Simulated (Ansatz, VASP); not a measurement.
## One calculation of Mg2I, two programs

```xyz
3
Lattice="0.0000 3.8178 3.8178 3.8178 0.0000 3.8178 3.8178 3.8178 0.0000" Properties=species:S:1:pos:R:3 pbc="T T T"
Mg    1.9089    1.9089    1.9089
Mg    5.7267    5.7267    5.7267
I     0.0000    0.0000    0.0000
```

Alike in both runs: functional PBE; k mesh 10 × 10 × 10; occupations gaussian, width 0.1 eV; no spin polarisation.

Ansatz relaxed the structure, and its values are those at the end. VASP's run is a single point on that final structure, the one shown.

|  | VASP | Ansatz |
| --- | --- | --- |
| version | VASP 6.6.1 | Ansatz 0.2.0 |
| potentials or method | VASP PAW PBE potentials, release 64 (Mg, I), cutoff 520 eV | scalar-relativistic, plane waves, PAW |
| valence electrons in the cell | 11 | 37 |

```tsv
	VASP	Ansatz	Ansatz less VASP
gap on the k mesh at the Fermi level (eV)	none	none	-
pressure (GPa)	0.0	0.0	+0.03
```

A gap of «none» marks a metal or a gap that the smearing closes. With one functional, cell and mesh, what is left measures potentials, basis and numerics. VASP's potentials hold 11 valence electrons a cell and Ansatz's 37, so a difference there can come from the potentials and not from the codes.

Neither program's run includes spin-orbit coupling.
